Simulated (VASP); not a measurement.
Input of a VASP 6.6.1 run:

File INCAR:

```
PREC = Accurate ; ENCUT = 520
EDIFF = 1E-6 ; ISMEAR = 0
SIGMA = 0.1 ; LREAL = False
LASPH = True ; NELM = 60
ALGO = Normal ; ISIF = 2
LWAVE = False ; LCHARG = True
GGA = PE ; LELF = True
LVHAR = True ; NBANDS = 32
```

Contents of KPOINTS:

```
regular mesh
0
Gamma
  12 12 10
```

The input POSCAR:

```
Sc3BN2
1.0
    4.5762949333      0.0000000000      0.0000000000
   -2.2881474666      3.9631876675      0.0000000000
    0.0000000000      0.0000000000      4.3355980032
Sc B N
3 1 2
Direct
    0.3333333333      0.6666666667      0.5000000000
    0.6666666667      0.3333333333      0.5000000000
    0.0000000000      0.0000000000      0.0000000000
    0.0000000000      0.0000000000      0.5000000000
    0.3333333333      0.6666666667      0.0000000000
    0.6666666667      0.3333333333      0.0000000000
```

Potentials or basis: VASP PAW PBE potentials, release 64 (Sc_sv, B, N).

Run with:

```console
$ cat potpaw_PBE.64/Sc_sv/POTCAR potpaw_PBE.64/B/POTCAR potpaw_PBE.64/N/POTCAR > POTCAR
$ mpirun -np 1 vasp_std > vasp.out
```

Task: Estimate the pressure.

Result: 0.4 GPa.

Task: Estimate the band gap on the k mesh.

Result: Zero (bands 23 and 24 overlap by 1.30 eV).

Stress tensor (GPa, compression positive):
```
0.21 0.00 0.00
0.00 0.21 0.00
0.00 0.00 0.92
```
